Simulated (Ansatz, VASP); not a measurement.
# Two plane-wave programs on CO2

INCAR

```
  PREC = Accurate
  ENCUT = 600
  EDIFF = 1E-6
  ISMEAR = -1
  SIGMA = 0.05
  LREAL = F
  LASPH = T
  NELM = 100
  ALGO = Normal
  ISIF = 3
  LWAVE = F
  LCHARG = F
  GGA = B5
  ALDAX = 1.0
  AGGAX = 1.0
  AGGAC = 1.0
  ALDAC = 0.0
  IVDW = 13
  VDW_S6 = 1.0
  VDW_S8 = 2.34076671
  VDW_A1 = 0.44488865
  VDW_A2 = 4.0933009
  IBRION = 2
  NSW = 60
  EDIFFG = -0.01
```

KPOINTS

```
Automatic mesh
0
Gamma
  9 9 9
```

Contents of POSCAR:

```
CO2
1.0
   -1.9747270000      1.9747270000      3.0140580000
    1.9747270000     -1.9747270000      3.0140580000
    1.9747270000      1.9747270000     -3.0140580000
O C
4 2
Direct
    0.8750000000      0.9597980000      0.5847980000
    0.3750000000      0.2902020000      0.4152020000
    0.0402020000      0.6250000000      0.9152020000
    0.7097980000      0.1250000000      0.0847980000
    0.0000000000      0.0000000000      0.0000000000
    0.7500000000      0.2500000000      0.5000000000
```

The input input.yaml:

```yaml
crystal:
  lattice:
    - [-1.974727, 1.974727, 3.014058]
    - [1.974727, -1.974727, 3.014058]
    - [1.974727, 1.974727, -3.014058]
  atoms:
    - { symbol: O, position: [0.875, 0.959798, 0.584798] }
    - { symbol: O, position: [0.375, 0.290202, 0.415202] }
    - { symbol: O, position: [0.040202, 0.625, 0.915202] }
    - { symbol: O, position: [0.709798, 0.125, 0.084798] }
    - { symbol: C, position: [0.0, 0.0, 0.0] }
    - { symbol: C, position: [0.75, 0.25, 0.5] }
hamiltonian:
  xc: blyp
  pseudopotentials: { kind: paw }
  dispersion: d4
kpoints:
  mp_grid: { grid: [9, 9, 9] }
scf:
  occupations: { method: fermi_dirac, width: 0.05 }
output:
  forces: true
  stress: true
relax:
  f_tol: 0.01
  max_steps: 40
  cell: { stress_tol: 0.05 }
```

Alike in both runs: task relaxation of cell and atoms; functional BLYP; dispersion D4; k mesh 9 × 9 × 9; occupations fermi-dirac, width 0.05 eV; no spin polarisation.

```csv
,VASP,Ansatz
version,VASP 6.6.1,Ansatz 0.2.0
potentials or method,"VASP PAW PBE potentials, release 64 (O, C)",Ansatz PAW
plane-wave cutoff (eV),600,420
valence electrons in the cell,32,32
```

Ansatz gave:

- relaxed volume (Å³/atom): 7.77
- relaxed length of the cell vector where the two differ most in proportion (Å): 4.098

**Question.** Estimate VASP's values.

**Answer.** Relaxed volume (Å³/atom): 7.79; relaxed length of the cell vector where the two differ most in proportion (Å): 4.102.

VASP's potentials were made for PBE, not for BLYP.

Noted on Ansatz's run: Pulay correction over one GPa; odd divisions of the mesh miss points on the zone boundary, where band edges often lie, so the gap on the mesh can be too wide; the plane-wave basis is chosen anew once the cell has moved, so the energies of steps on either side of that aren't comparable.
